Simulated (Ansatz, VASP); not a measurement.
Two plane-wave programs on Cu2O

```
Cu O
1.0
     4.29895    0.00000    0.00000
     0.00000    4.29895    0.00000
     0.00000    0.00000    4.29895
Cu O
4 2
Direct
  0.25000 0.25000 0.75000
  0.75000 0.25000 0.25000
  0.25000 0.75000 0.25000
  0.75000 0.75000 0.75000
  0.50000 0.50000 0.50000
  0.00000 0.00000 0.00000
```

Alike in both runs: functional PBE; k mesh 8 × 8 × 8; occupations gaussian, width 0.02 eV; no spin polarisation.

Ansatz relaxed the structure, and its values are those at the end. VASP's run is a single point on that final structure, the one shown.

```csv
,VASP,Ansatz
version,VASP 6.6.1,Ansatz 0.2.0
potentials or method,"VASP PAW PBE potentials, release 64 (Cu, O), cutoff 600 eV","scalar-relativistic, plane waves, PAW"
valence electrons in the cell,56,88
```

Ansatz gave:

```
gap on the k mesh at the Fermi level (eV) : 0.47
least direct gap on the mesh (eV)         : 0.47
pressure (GPa)                            : 0.0
```

**Question.** Estimate VASP's values.

**Answer.** gap on the k mesh at the Fermi level (eV): 0.48; least direct gap on the mesh (eV): 0.48; pressure (GPa): 0.6.

The functional is the same, so the differences come from potentials, cutoffs and numerics. VASP's potentials hold 56 valence electrons a cell and Ansatz's 88, so a difference there can come from the potentials and not from the codes.
